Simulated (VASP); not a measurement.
# Ti2Al (P6/mmm) in VASP: further runs

The runs below take Ti2Al through single point, relaxation of cell and atoms, with PBE.

All numbers are computed with VASP 6.6.1; they aren't measurements. Logs are shortened: lines on timing, memory, paths and dates and some standing lists are left out, and cuts for length are marked.

**1. The cell of the first run**

The structure is hexagonal, space group P6/mmm (No. 191). The conventional cell has a = 4.553 Å, b = 4.553 Å, c = 2.721 Å, α = 90.00°, β = 90.00°, γ = 120.00°. Within 3.5 Å of Ti (site symmetry -6m2) lie 5 Ti at 2.63 to 2.72 Å and 6 Al at 2.96 Å. Al (site symmetry 6/mmm) has 2 Al at 2.72 Å and 12 Ti at 2.96 Å within 3.6 Å.

The cell was built from a structure type or drawn by symmetry, and may not be a known phase.

**2. Single point, PBE**

File INCAR:

```
ALGO     = Fast           # electronic algorithm
EDIFF    = 1E-6           # SCF threshold, eV
ENCUT    = 520            # plane-wave cutoff, eV
GGA      = PE             # functional
ISIF     = 2              # what is computed and relaxed
ISMEAR   = 0              # smearing method
LASPH    = True           # aspherical terms in the spheres
LCHARG   = False          # write CHGCAR
LREAL    = False          # projectors in reciprocal space
LWAVE    = False          # write WAVECAR
NBANDS   = 20             # bands
NELM     = 100            # most SCF steps
PREC     = Accurate       # precision mode
SIGMA    = 0.1            # smearing width, eV
```

File KPOINTS:

```
k-points
0
Gamma
  12 12 16
```

File POSCAR:

```
Ti2Al
1.0
    4.5533944528      0.0000000000      0.0000000000
   -2.2766972264      3.9433552696      0.0000000000
    0.0000000000      0.0000000000      2.7214854634
Ti Al
2 1
Direct
    0.3333333333      0.6666666667      0.5000000000
    0.6666666667      0.3333333333      0.5000000000
    0.0000000000      0.0000000000      0.0000000000
```

Potentials or basis: VASP PAW PBE potentials, release 64 (Ti_sv, Al).

Started as:

```console
cat potpaw_PBE.64/Ti_sv/POTCAR potpaw_PBE.64/Al/POTCAR > POTCAR
mpirun -np 1 vasp_std > vasp.out
```

OUTCAR:

```text
EDIFF = 1E-6
   ENCUT = 520
   GGA = PE
   ISIF = 2
   ISMEAR = 0
   LASPH = True
   LREAL = False
   NELM = 100
   PREC = Accurate

 ion  position               nearest neighbor table
   1  0.333  0.667  0.500-   2 2.63   2 2.63   2 2.63   3 2.96   3 2.96   3 2.96   3 2.96   3 2.96
                             3 2.96
   2  0.667  0.333  0.500-   1 2.63   1 2.63   1 2.63   3 2.96   3 2.96   3 2.96   3 2.96   3 2.96
                             3 2.96
   3  0.000  0.000  0.000-   1 2.96   2 2.96   1 2.96   2 2.96   2 2.96   2 2.96   1 2.96   1 2.96
                             2 2.96   2 2.96   1 2.96   1 2.96

  LATTYP: Found a hexagonal cell.
 ALAT       =     4.5533944528
 C/A-ratio  =     0.5976827818

  Lattice vectors:

 A1 = (   4.5533944528,   0.0000000000,   0.0000000000)
 A2 = (  -2.2766972264,   3.9433552696,   0.0000000000)
 A3 = (   0.0000000000,   0.0000000000,   2.7214854634)

Analysis of symmetry for initial positions (statically):
=====================================================================
 Subroutine PRICEL returns:
 Original cell was already a primitive cell.

 Routine SETGRP: Setting up the symmetry group for a
 hexagonal supercell.

 Subroutine GETGRP returns: Found 24 space group operations
 (whereof 24 operations were pure point group operations)
 out of a pool of 24 trial point group operations.

The static configuration has the point symmetry D_6h.

Analysis of symmetry for dynamics (positions and initial velocities):
=====================================================================
 Subroutine PRICEL returns:
 Original cell was already a primitive cell.

 Routine SETGRP: Setting up the symmetry group for a
 hexagonal supercell.

 Subroutine GETGRP returns: Found 24 space group operations
 (whereof 24 operations were pure point group operations)
 out of a pool of 24 trial point group operations.

The dynamic configuration has the point symmetry D_6h.

 Subroutine INISYM returns: Found 24 space group operations
 (whereof 24 operations are pure point group operations),
 and found     1 'primitive' translations

----------------------------------------------------------------------------------------

                                     Primitive cell

  volume of cell :      48.8660

  direct lattice vectors                    reciprocal lattice vectors
     4.553394453  0.000000000  0.000000000     0.219616379  0.126795575  0.000000000
    -2.276697226  3.943355270  0.000000000     0.000000000  0.253591151  0.000000000
     0.000000000  0.000000000  2.721485463     0.000000000  0.000000000  0.367446387

  length of vectors
     4.553394453  4.553394453  2.721485463     0.253591151  0.253591151  0.367446387

  position of ions in fractional coordinates (direct lattice)
     0.333333333  0.666666667  0.500000000
     0.666666667  0.333333333  0.500000000
     0.000000000  0.000000000  0.000000000

  ion indices of the primitive-cell ions
   primitive index   ion index
                 1           1
                 2           2
                 3           3

----------------------------------------------------------------------------------------

 KPOINTS: k-points

Automatic generation of k-mesh.
 Grid dimensions read from file:
 generate k-points for:   12   12   16

 Generating k-lattice:

  Cartesian coordinates                     Fractional coordinates (reciprocal lattice)
     0.018301365  0.010566298  0.000000000     0.083333333 -0.000000000  0.000000000
     0.000000000  0.021132596  0.000000000     0.000000000  0.083333333  0.000000000
     0.000000000  0.000000000  0.022965399     0.000000000  0.000000000  0.062500000

  Length of vectors
     0.021132596  0.021132596  0.022965399

  Shift w.r.t. Gamma in fractional coordinates (k-lattice)
     0.000000000  0.000000000  0.000000000

 Subroutine IBZKPT returns following result:
 ===========================================

 Found    171 irreducible k-points:

 Following reciprocal coordinates:
            Coordinates               Weight
  0.000000  0.000000  0.000000      1.000000
  0.083333  0.000000  0.000000      6.000000
  0.166667  0.000000  0.000000      6.000000
  0.250000  0.000000  0.000000      6.000000
  0.333333  0.000000  0.000000      6.000000
  0.416667  0.000000  0.000000      6.000000
[... 16 lines left out ...]
  0.250000  0.000000  0.062500     12.000000
  0.333333  0.000000  0.062500     12.000000
 [... further k-points ...]
   k-points           NKPTS =    171   k-points in BZ     NKDIM =    171   number of bands    NBANDS=     20
   number of dos      NEDOS =    301   number of ions     NIONS =      3
   total plane-waves  NPLWV =  25920
   dimension x,y,z NGX =    36 NGY =   36 NGZ =   20
   dimension x,y,z NGXF=    72 NGYF=   72 NGZF=   40
   ions per type =               2   1
   NGX,Y,Z   is equivalent  to a cutoff of  13.14, 13.14, 12.22 a.u.
   NGXF,Y,Z  is equivalent  to a cutoff of  26.29, 26.29, 24.43 a.u.
 SYSTEM =  unknown system
   PREC   = accura    normal or accurate (medium, high low for compatibility)
   ISTART =      0    job   : 0-new  1-cont  2-samecut
   ICHARG =      2    charge: 1-file 2-atom 10-const
   ISPIN  =      1    spin polarized calculation?
   LNONCOLLINEAR =      F non collinear calculations
   LSORBIT =      F    spin-orbit coupling
   LASPH  =      T    aspherical Exc in radial PAW
   ENCUT  =  520.0 eV  38.22 Ry    6.18 a.u.   8.47  8.47  5.06*2*pi/ulx,y,z
   NELM   =    100;   NELMIN=  2; NELMDL= -5     # of ELM steps
   EDIFF  = 0.1E-05   stopping-criterion for ELM
   LREAL  =      F    real-space projection
   EDIFFG = 0.1E-04   stopping-criterion for IOM
   NSW    =      0    number of steps for IOM
   IBRION =     -1    ionic relax: 0-MD 1-quasi-New 2-CG
   NFREE  =      0    steps in history (QN), initial steepest desc. (CG)
   ISIF   =      2    stress and relaxation
   ISYM   =      2    0-nonsym 1-usesym 2-fastsym
   POTIM  = 0.5000    time-step for ionic-motion
   TEBEG  =    0.0;   TEEND  =   0.0 temperature during run
   PSTRESS=    0.0 pullay stress
   NELECT =      27.0000    total number of electrons
   NUPDOWN=      -1.0000    fix difference up-down
   EMIN   =  10.00;   EMAX   =-10.00  energy-range for DOS
   EFERMI =   0.00;   METHOD = LEGACY
   ISMEAR =     0;   SIGMA  =   0.10  broadening in eV -4-tet -1-fermi 0-gaus
   EFERMI_NEDOS =   21; number of points for ismear=-14 and -15
   IALGO  =     68    algorithm
   IMIX   =      4    mixing-type and parameters
     AMIX     =   0.40;   BMIX     =  1.00
     AMIX_MAG =   1.60;   BMIX_MAG =  1.00
  volume/ion in A,a.u.               =      16.29       109.92
  Fermi-wavevector in a.u.,A,eV,Ry     =   1.343364  2.538590 24.553437  1.804627
  Thomas-Fermi vector in A             =   2.471444
   LORBIT       =      0    0 simple, 1 ext, 2 COOP (PROOUT), +10 PAW based schemes
   GGA     = PE    functional components
   LHFCALC =     F    Hartree Fock is set to
   AEXX    =    0.0000 exact exchange contribution
   IVDW    =     0    specifies the selected vdW correction
   LEPSILON=     F    determine dielectric tensor
   LRPA    =     F    only Hartree local field effects (RPA)
 non-spin polarized calculation
 RMM-DIIS sequential band-by-band and
 Gauss-broadening in eV      SIGMA  =   0.10
  energy-cutoff  :      520.00
  volume of cell :       48.87
 maximum number of plane-waves:      1366
 NGX is ok and might be reduce to    36
   NGX = 17   NGY = 17   NGZ = 11

 number of electron      27.0000010 magnetization

 Free energy of the ion-electron system (eV)
  ---------------------------------------------------
  ext. energy  EPLUGINS =         0.00000000
  ---------------------------------------------------
  free energy    TOTEN  =       -19.97312546 eV

  energy without entropy =      -19.95204743  energy(sigma->0) =      -19.96258645

 E-fermi :   8.3965     XC(G=0): -11.2717

 val. band max:        8.3964674149   @ k =   0.3333   0.2500   0.1875
 cond. band min:       8.3991080112   @ k =   0.0000   0.0000   0.0625
 fundamental gap:      0.0026405962
 Fermi energy:         8.3965475639

 k-point     1 :       0.0000    0.0000    0.0000
  band No.  band energies     occupation
      1     -48.1366      2.00000
      2     -47.9458      2.00000
      3     -24.6176      2.00000
      4     -24.6176      2.00000
      5     -24.0505      2.00000
      6     -24.0505      2.00000
[... 12 lines left out ...]
     19      12.7465      0.00000
     20      12.7678      0.00000

 k-point     2 :       0.0833    0.0000    0.0000
  band No.  band energies     occupation
      1     -48.1337      2.00000
      2     -47.9487      2.00000
      3     -24.6216      2.00000
      4     -24.6109      2.00000
      5     -24.0578      2.00000
      6     -24.0464      2.00000
[... 12 lines left out ...]
     19      12.4854      0.00000
     20      12.5232      0.00000

 k-point     3 :       0.1667    0.0000    0.0000
  band No.  band energies     occupation
      1     -48.1254      2.00000
      2     -47.9572      2.00000
      3     -24.6322      2.00000
      4     -24.5916      2.00000
      5     -24.0785      2.00000
      6     -24.0352      2.00000
[... 12 lines left out ...]
     19      12.0247      0.00000
     20      12.2379      0.00000

 k-point     4 :       0.2500    0.0000    0.0000
  band No.  band energies     occupation
      1     -48.1125      2.00000
      2     -47.9704      2.00000
      3     -24.6460      2.00000
      4     -24.5626      2.00000
      5     -24.1093      2.00000
      6     -24.0246      2.00000
[... 12 lines left out ...]
     19      11.6609      0.00000
     20      12.1535      0.00000

 k-point     5 :       0.3333    0.0000    0.0000
  band No.  band energies     occupation
      1     -48.0967      2.00000
      2     -47.9865      2.00000
      3     -24.6591      2.00000
      4     -24.5294      2.00000
      5     -24.1445      2.00000
      6     -24.0144      2.00000
[... 12 lines left out ...]
     19      11.5990      0.00000
     20      11.6721      0.00000

 k-point     6 :       0.4167    0.0000    0.0000
  band No.  band energies     occupation
      1     -48.0811      2.00000
      2     -48.0023      2.00000
      3     -24.6684      2.00000
      4     -24.5007      2.00000
      5     -24.1745      2.00000
      6     -24.0043      2.00000
[... 12 lines left out ...]
     19      11.5611      0.00000
     20      11.5631      0.00000

 k-point     7 :       0.5000    0.0000    0.0000
  band No.  band energies     occupation
      1     -48.0735      2.00000
      2     -48.0100      2.00000
      3     -24.6718      2.00000
      4     -24.4889      2.00000
      5     -24.1869      2.00000
      6     -23.9994      2.00000
[... 12 lines left out ...]
     19      11.5381      0.00000
     20      11.5484      0.00000
[... 277 lines left out ...]
 k-point    20 :       0.0000    0.0000    0.0625
  band No.  band energies     occupation
      1     -48.1332      2.00000
      2     -47.9427      2.00000
      3     -24.6143      2.00000
      4     -24.6143      2.00000
      5     -24.0663      2.00000
      6     -24.0481      2.00000
[... 12 lines left out ...]
     19      11.6994      0.00000
     20      11.6994      0.00000

 k-point    21 :       0.0833    0.0000    0.0625
  band No.  band energies     occupation
      1     -48.1304      2.00000
      2     -47.9456      2.00000
      3     -24.6182      2.00000
      4     -24.6076      2.00000
      5     -24.0646      2.00000
      6     -24.0552      2.00000
[... 12 lines left out ...]
     19      11.7209      0.00000
     20      11.8341      0.00000

 k-point    22 :       0.1667    0.0000    0.0625
  band No.  band energies     occupation
      1     -48.1221      2.00000
      2     -47.9541      2.00000
      3     -24.6288      2.00000
      4     -24.5883      2.00000
      5     -24.0763      2.00000
      6     -24.0586      2.00000
[... 12 lines left out ...]
     19      12.2057      0.00000
     20      12.3162      0.00000

 k-point    23 :       0.2500    0.0000    0.0625
  band No.  band energies     occupation
      1     -48.1092      2.00000
      2     -47.9672      2.00000
      3     -24.6425      2.00000
      4     -24.5594      2.00000
      5     -24.1070      2.00000
      6     -24.0502      2.00000
[... 12 lines left out ...]
     19      11.7045      0.00000
     20      12.2348      0.00000

 k-point    24 :       0.3333    0.0000    0.0625
  band No.  band energies     occupation
      1     -48.0934      2.00000
      2     -47.9834      2.00000
      3     -24.6557      2.00000
      4     -24.5261      2.00000
      5     -24.1421      2.00000
      6     -24.0397      2.00000
[... 12 lines left out ...]
     19      11.4716      0.00000
     20      11.7625      0.00000

 [... further k-points ...]
[... 5 lines left out ...]
  --------------------------------------------------------------------------------------
  -------------------------------------------------------------------------------------
  Total       -0.0374911     -0.0374911     -0.0329131      0.0000000      0.0000000      0.0000000
  in kB       -1.2292247     -1.2292247     -1.0791245      0.0000000      0.0000000      0.0000000
  external PRESSURE =      -1.1791913 kB  Pullay stress =       0.0000000 kB

 VOLUME and BASIS-vectors are now :
 -----------------------------------------------------------------------------
  energy-cutoff  :      520.00
  volume of cell :       48.87
      direct lattice vectors                 reciprocal lattice vectors
     4.553394453  0.000000000  0.000000000     0.219616379  0.126795575  0.000000000
    -2.276697226  3.943355270  0.000000000     0.000000000  0.253591151  0.000000000
     0.000000000  0.000000000  2.721485463     0.000000000  0.000000000  0.367446387

 POSITION                                       TOTAL-FORCE (eV/Angst)
 -----------------------------------------------------------------------------------
     -0.00000      2.62890      1.36074         0.000000      0.000000      0.000000
      2.27670      1.31445      1.36074        -0.000000      0.000000     -0.000000
      0.00000      0.00000      0.00000        -0.000000      0.000000     -0.000000
 -----------------------------------------------------------------------------------
    total drift:                                0.000000      0.000000     -0.000000

  FREE ENERGIE OF THE ION-ELECTRON SYSTEM (eV)
  ---------------------------------------------------
  free  energy   TOTEN  =       -19.9731254640 eV

  energy  without entropy=      -19.9520474299  energy(sigma->0) =      -19.96258645
```

It took 8.3 min on 1 thread of Intel Xeon 8259CL, shared host; peak memory 0.28 GiB.

What came out:

| Quantity | Value |
| --- | --- |
| Free energy | -19.9731 eV |
| Pressure | -0.1 GPa |
| Band gap on the k mesh | zero (an odd number of electrons rules out a gap without spin polarisation) |

Levels at points of the mesh, in eV from the Fermi level:
```csv
k point,band 10,band 11,band 12,band 13,band 14,band 15,band 16,band 17,band 18,band 19
"(0.00, 0.00, 0.00)",-2.13,-2.13,-1.44,-0.13,0.22,0.22,2.27,2.27,3.13,4.35
"(0.50, 0.00, 0.00)",-4.62,-1.90,-1.46,-0.51,-0.17,-0.03,2.05,2.24,2.30,3.14
"(0.00, 0.00, 0.50)",-3.07,-1.43,-1.43,0.19,0.19,0.39,0.39,1.37,1.37,3.63
"(0.50, 0.00, 0.50)",-2.63,-2.36,-1.41,-0.46,0.21,0.35,1.71,3.06,3.24,3.44
```

**3. Relaxation of cell and atoms, PBE**

File INCAR:

```
SYSTEM = Ti2Al
PREC     = Accurate       ! precision mode
ENCUT    = 600            ! plane-wave cutoff, eV
EDIFF    = 1E-6           ! SCF threshold, eV
ISMEAR   = 0              ! smearing method
SIGMA    = 0.1            ! smearing width, eV
LREAL    = .FALSE.        ! projectors in reciprocal space
LASPH    = .TRUE.         ! aspherical terms in the spheres
NELM     = 60             ! most SCF steps
ALGO     = Fast           ! electronic algorithm
ISIF     = 3              ! what is computed and relaxed
LWAVE    = .FALSE.        ! write WAVECAR
LCHARG   = .FALSE.        ! write CHGCAR
GGA      = PE             ! functional
IBRION   = 2              ! ionic algorithm
NSW      = 100            ! ionic steps
EDIFFG   = -0.01          ! ionic threshold
```

File KPOINTS:

```
Automatic mesh
0
G
  12 12 16
  0 0 0
```

File POSCAR:

```
Ti2Al
1.0
    4.5430395551      0.0000000000      0.0000000000
   -2.2715197775      3.9343876651      0.0000000000
    0.0000000000      0.0000000000      2.7289804371
Ti Al
2 1
Direct
    0.3333333333      0.6666666667      0.5000000000
    0.6666666667      0.3333333333      0.5000000000
    0.0000000000      0.0000000000      0.0000000000
```

Potentials or basis: VASP PAW PBE potentials, release 64 (Ti_sv, Al).

Started as:

```console
cat potpaw_PBE.64/Ti_sv/POTCAR potpaw_PBE.64/Al/POTCAR > POTCAR
mpirun -np 1 vasp_std > vasp.out
```

It took 16 min on 1 thread of Intel Xeon 8259CL, shared host; peak memory 0.32 GiB.

It converged, with:

| Item | Value |
| --- | --- |
| Free energy | -19.9731 eV |
| Relaxed volume | 16.26 Å³/atom |
| Relaxed cell | a = 4.551 Å, b = 4.551 Å, c = 2.721 Å, α = 90.00°, β = 90.00°, γ = 120.00° |
| Space group after relaxing (to 0.1 Å) | P6/mmm (No. 191) |
| Energy gained by relaxing | 0.4 meV/atom |
| Ionic steps | 5 |
| Pressure after relaxing | 0.0 GPa |
| Band gap on the k mesh | zero (an odd number of electrons rules out a gap without spin polarisation) |

Step by step:
| step | energy change (eV) | largest force (eV/Å) | pressure (GPa) | volume (Å³) |
| --- | --- | --- | --- | --- |
| 1 | 0.0000 | 0.0000 | 0.04 | 48.78 |
| 2 | -0.0013 | 0.0000 | 0.01 | 48.81 |
| 3 | -0.0013 | 0.0000 | 0.00 | 48.81 |
| 4 | -0.0013 | 0.0000 | -0.01 | 48.80 |
| 5 | -0.0013 | 0.0000 | 0.03 | 48.79 |

Final structure:
```
CELL_PARAMETERS angstrom
4.55053 0.00000 0.00000
-2.27527 3.94088 0.00000
0.00000 0.00000 2.72080
ATOMIC_POSITIONS crystal
Ti 0.33333 0.66667 0.50000
Ti 0.66667 0.33333 0.50000
Al 0.00000 0.00000 0.00000
```

Levels at points of the mesh, in eV from the Fermi level:
```
           k point  band 10  band 11  band 12  band 13  band 14  band 15  band 16  band 17
(0.00, 0.00, 0.00)    -2.13    -2.13    -1.44    -0.13     0.22     0.22     2.27     2.27
(0.50, 0.00, 0.00)    -4.62    -1.90    -1.47    -0.51    -0.17    -0.03     2.05     2.24
(0.00, 0.00, 0.50)    -3.08    -1.44    -1.44     0.19     0.19     0.39     0.39     1.38
(0.50, 0.00, 0.50)    -2.64    -2.36    -1.42    -0.46     0.21     0.35     1.71     3.25
```
